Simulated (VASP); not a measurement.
# O (Im-3m) in VASP: single point with PBE

Aim: the single point of O with PBE.

All numbers are computed with VASP 6.6.1; they aren't measurements. Logs are shortened: lines on timing, memory, paths and dates and some standing lists are left out, and cuts for length are marked.

## 1. The cell of the first run

It takes space group Im-3m (No. 229, cubic). The conventional cell has a = 2.454 Å, b = 2.454 Å, c = 2.454 Å, α = 90.00°, β = 90.00°, γ = 90.00°. Within 2.8 Å of O (site symmetry m-3m) lie 14 O at 2.13 to 2.45 Å.

## 2. Single point, PBE

INCAR

```
ALGO = Normal
EDIFF = 1E-6
ENCUT = 520
GGA = PE
ISIF = 2
ISMEAR = 1
LASPH = T
LCHARG = F
LREAL = F
LWAVE = F
NBANDS = 9
NELM = 100
PREC = Accurate
SIGMA = 0.1112
```

KPOINTS

```
k-points
0
Gamma
  14 14 14
```

POSCAR

```
O
1.0
   -1.2269760000      1.2269760000      1.2269760000
    1.2269760000     -1.2269760000      1.2269760000
    1.2269760000      1.2269760000     -1.2269760000
O
1
Direct
    0.0000000000      0.0000000000      0.0000000000
```

Potentials or basis: VASP PAW PBE potentials, release 64 (O).

Started as:

```sh
> cat potpaw_PBE.64/O/POTCAR > POTCAR
> mpirun -np 1 vasp_std > vasp.out
```

OUTCAR:

```text
EDIFF = 1E-6
   ENCUT = 520
   GGA = PE
   ISIF = 2
   ISMEAR = 1
   LASPH = T
   LREAL = F
   NELM = 100
   PREC = Accurate

 ion  position               nearest neighbor table
   1  0.000  0.000  0.000-

  LATTYP: Found a body centered cubic cell.
 ALAT       =     2.4539520000

  Lattice vectors:

 A1 = (  -1.2269760000,   1.2269760000,   1.2269760000)
 A2 = (   1.2269760000,  -1.2269760000,   1.2269760000)
 A3 = (   1.2269760000,   1.2269760000,  -1.2269760000)

Analysis of symmetry for initial positions (statically):
=====================================================================
 Subroutine PRICEL returns:
 Original cell was already a primitive cell.

 Routine SETGRP: Setting up the symmetry group for a
 body centered cubic supercell.

 Subroutine GETGRP returns: Found 48 space group operations
 (whereof 48 operations were pure point group operations)
 out of a pool of 48 trial point group operations.

The static configuration has the point symmetry O_h .

Analysis of symmetry for dynamics (positions and initial velocities):
=====================================================================
 Subroutine PRICEL returns:
 Original cell was already a primitive cell.

 Routine SETGRP: Setting up the symmetry group for a
 body centered cubic supercell.

 Subroutine GETGRP returns: Found 48 space group operations
 (whereof 48 operations were pure point group operations)
 out of a pool of 48 trial point group operations.

The dynamic configuration has the point symmetry O_h .

 Subroutine INISYM returns: Found 48 space group operations
 (whereof 48 operations are pure point group operations),
 and found     1 'primitive' translations

----------------------------------------------------------------------------------------

                                     Primitive cell

  volume of cell :       7.3887

  direct lattice vectors                    reciprocal lattice vectors
    -1.226976000  1.226976000  1.226976000     0.000000000  0.407505933  0.407505933
     1.226976000 -1.226976000  1.226976000     0.407505933  0.000000000  0.407505933
     1.226976000  1.226976000 -1.226976000     0.407505933  0.407505933  0.000000000

  length of vectors
     2.125184772  2.125184772  2.125184772     0.576300418  0.576300418  0.576300418

  position of ions in fractional coordinates (direct lattice)
     0.000000000  0.000000000  0.000000000

  ion indices of the primitive-cell ions
   primitive index   ion index
                 1           1

----------------------------------------------------------------------------------------

 KPOINTS: k-points

Automatic generation of k-mesh.
 Grid dimensions read from file:
 generate k-points for:   14   14   14

 Generating k-lattice:

  Cartesian coordinates                     Fractional coordinates (reciprocal lattice)
     0.000000000  0.029107567  0.029107567     0.071428571  0.000000000  0.000000000
     0.029107567  0.000000000  0.029107567     0.000000000  0.071428571  0.000000000
     0.029107567  0.029107567  0.000000000     0.000000000  0.000000000  0.071428571

  Length of vectors
     0.041164316  0.041164316  0.041164316

  Shift w.r.t. Gamma in fractional coordinates (k-lattice)
     0.000000000  0.000000000  0.000000000

 Subroutine IBZKPT returns following result:
 ===========================================

 Found    104 irreducible k-points:

 Following reciprocal coordinates:
            Coordinates               Weight
  0.000000  0.000000  0.000000      1.000000
  0.071429  0.000000  0.000000     12.000000
  0.142857  0.000000  0.000000     12.000000
  0.214286  0.000000  0.000000     12.000000
  0.285714  0.000000  0.000000     12.000000
  0.357143  0.000000  0.000000     12.000000
[... 16 lines left out ...]
  0.285714  0.285714  0.000000     24.000000
  0.357143  0.285714 -0.000000     24.000000
 [... further k-points ...]
   k-points           NKPTS =    104   k-points in BZ     NKDIM =    104   number of bands    NBANDS=      9
   number of dos      NEDOS =    301   number of ions     NIONS =      1
   total plane-waves  NPLWV =   4096
   dimension x,y,z NGX =    16 NGY =   16 NGZ =   16
   dimension x,y,z NGXF=    32 NGYF=   32 NGZF=   32
   ions per type =               1
   NGX,Y,Z   is equivalent  to a cutoff of  12.52, 12.52, 12.52 a.u.
   NGXF,Y,Z  is equivalent  to a cutoff of  25.03, 25.03, 25.03 a.u.
 SYSTEM =  unknown system
   PREC   = accura    normal or accurate (medium, high low for compatibility)
   ISTART =      0    job   : 0-new  1-cont  2-samecut
   ICHARG =      2    charge: 1-file 2-atom 10-const
   ISPIN  =      1    spin polarized calculation?
   LNONCOLLINEAR =      F non collinear calculations
   LSORBIT =      F    spin-orbit coupling
   LASPH  =      T    aspherical Exc in radial PAW
   ENCUT  =  520.0 eV  38.22 Ry    6.18 a.u.   3.95  3.95  3.95*2*pi/ulx,y,z
   NELM   =    100;   NELMIN=  2; NELMDL= -5     # of ELM steps
   EDIFF  = 0.1E-05   stopping-criterion for ELM
   LREAL  =      F    real-space projection
   EDIFFG = 0.1E-04   stopping-criterion for IOM
   NSW    =      0    number of steps for IOM
   IBRION =     -1    ionic relax: 0-MD 1-quasi-New 2-CG
   NFREE  =      0    steps in history (QN), initial steepest desc. (CG)
   ISIF   =      2    stress and relaxation
   ISYM   =      2    0-nonsym 1-usesym 2-fastsym
   POTIM  = 0.5000    time-step for ionic-motion
   TEBEG  =    0.0;   TEEND  =   0.0 temperature during run
   PSTRESS=    0.0 pullay stress
   NELECT =       6.0000    total number of electrons
   NUPDOWN=      -1.0000    fix difference up-down
   EMIN   =  10.00;   EMAX   =-10.00  energy-range for DOS
   EFERMI =   0.00;   METHOD = LEGACY
   ISMEAR =     1;   SIGMA  =   0.11  broadening in eV -4-tet -1-fermi 0-gaus
   EFERMI_NEDOS =   21; number of points for ismear=-14 and -15
   IALGO  =     38    algorithm
   IMIX   =      4    mixing-type and parameters
     AMIX     =   0.40;   BMIX     =  1.00
     AMIX_MAG =   1.60;   BMIX_MAG =  1.00
  volume/ion in A,a.u.               =       7.39        49.86
  Fermi-wavevector in a.u.,A,eV,Ry     =   1.527340  2.886255 31.739246  2.332769
  Thomas-Fermi vector in A             =   2.635250
   LORBIT       =      0    0 simple, 1 ext, 2 COOP (PROOUT), +10 PAW based schemes
   GGA     = PE    functional components
   LHFCALC =     F    Hartree Fock is set to
   AEXX    =    0.0000 exact exchange contribution
   IVDW    =     0    specifies the selected vdW correction
   LEPSILON=     F    determine dielectric tensor
   LRPA    =     F    only Hartree local field effects (RPA)
 non-spin polarized calculation
 Methfessel and Paxton  Order N= 1 SIGMA  =   0.11
  energy-cutoff  :      520.00
  volume of cell :        7.39
 maximum number of plane-waves:       212
   NGX =  7   NGY =  7   NGZ =  7

 number of electron       6.0000005 magnetization

 Free energy of the ion-electron system (eV)
  ---------------------------------------------------
  ext. energy  EPLUGINS =         0.00000000
  ---------------------------------------------------
  free energy    TOTEN  =        -2.47290741 eV

  energy without entropy =       -2.47242503  energy(sigma->0) =       -2.47274662

 E-fermi :   2.9710     XC(G=0): -12.5186

 val. band max:        2.9634304951   @ k =  -0.2857   0.2857   0.1429
 cond. band min:       2.9778561965   @ k =  -0.3571   0.3571   0.0714
 fundamental gap:      0.0144257015
 Fermi energy:         2.9710413647

 k-point     1 :       0.0000    0.0000    0.0000
  band No.  band energies     occupation
      1     -19.0323      2.00000
      2       4.9703     -0.00000
      3       4.9703     -0.00000
      4       4.9703     -0.00000
      5      22.6465      0.00000
      6      39.9388      0.00000
      7      39.9388      0.00000
      8      39.9388      0.00000
      9      43.9746      0.00000

 k-point     2 :       0.0714    0.0000    0.0000
  band No.  band energies     occupation
      1     -18.8624      2.00000
      2       4.5475     -0.00000
      3       4.8468     -0.00000
      4       4.9520     -0.00000
      5      22.9348      0.00000
      6      38.2495      0.00000
      7      38.6329      0.00000
      8      40.4375      0.00000
      9      42.3876      0.00000

 k-point     3 :       0.1429    0.0000    0.0000
  band No.  band energies     occupation
      1     -18.3616      2.00000
      2       3.3787     -0.00000
      3       4.5106     -0.00000
      4       4.8998     -0.00000
      5      23.6652      0.00000
      6      34.6600      0.00000
      7      36.3928      0.00000
      8      41.5213      0.00000
      9      41.8847      0.00000

 k-point     4 :       0.2143    0.0000    0.0000
  band No.  band energies     occupation
      1     -17.5581      2.00000
      2       1.6946      2.00000
      3       4.0485     -0.00000
      4       4.8223     -0.00000
      5      24.4722      0.00000
      6      31.6515      0.00000
      7      34.3225      0.00000
      8      40.7799      0.00000
      9      44.0647      0.00000
[... 205 lines left out ...]
 k-point    22 :       0.3571    0.2143    0.0000
  band No.  band energies     occupation
      1     -13.4818      2.00000
      2      -3.0790      2.00000
      3       0.5056      2.00000
      4       3.8988     -0.00000
      5      25.8078      0.00000
      6      28.7196      0.00000
      7      29.4996      0.00000
      8      43.5388      0.00000
      9      49.4107      0.00000

 k-point    23 :       0.2857    0.2857    0.0000
  band No.  band energies     occupation
      1     -13.4314      2.00000
      2      -2.5058      2.00000
      3      -0.2719      2.00000
      4       3.8450     -0.00000
      5      27.1298      0.00000
      6      27.4786      0.00000
      7      29.3908      0.00000
      8      44.4233      0.00000
      9      48.4546      0.00000

 k-point    24 :       0.3571    0.2857   -0.0000
  band No.  band energies     occupation
      1     -13.1644      2.00000
      2      -2.3523      2.00000
      3      -0.9383      2.00000
      4       3.8040     -0.00000
      5      27.0914      0.00000
      6      28.3903      0.00000
      7      28.4183      0.00000
      8      45.3401      0.00000
      9      47.6056      0.00000

 [... further k-points ...]
[... 5 lines left out ...]
  --------------------------------------------------------------------------------------
  -------------------------------------------------------------------------------------
  Total        0.3832591      0.3832591      0.3832591     -0.0000000      0.0000000     -0.0000000
  in kB       83.1064801     83.1064801     83.1064801     -0.0000000      0.0000000     -0.0000000
  external PRESSURE =      83.1064801 kB  Pullay stress =       0.0000000 kB

 VOLUME and BASIS-vectors are now :
 -----------------------------------------------------------------------------
  energy-cutoff  :      520.00
  volume of cell :        7.39
      direct lattice vectors                 reciprocal lattice vectors
    -1.226976000  1.226976000  1.226976000     0.000000000  0.407505933  0.407505933
     1.226976000 -1.226976000  1.226976000     0.407505933  0.000000000  0.407505933
     1.226976000  1.226976000 -1.226976000     0.407505933  0.407505933  0.000000000

 POSITION                                       TOTAL-FORCE (eV/Angst)
 -----------------------------------------------------------------------------------
      0.00000      0.00000      0.00000         0.000000     -0.000000     -0.000000
 -----------------------------------------------------------------------------------
    total drift:                                0.000000     -0.000000     -0.000000

  FREE ENERGIE OF THE ION-ELECTRON SYSTEM (eV)
  ---------------------------------------------------
  free  energy   TOTEN  =        -2.4729074083 eV

  energy  without entropy=       -2.4724250295  energy(sigma->0) =       -2.47274662
```

It took 3.1 s on 1 thread of Intel Xeon 6975P-C (Granite Rapids), shared host; peak memory 0.1 GiB.

What came out:

- Free energy: -2.4729 eV
- Pressure: 8.3 GPa
- Band gap on the k mesh: zero (band 3 reaches 4.97 eV, above the bottom of band 4 at -0.24 eV)
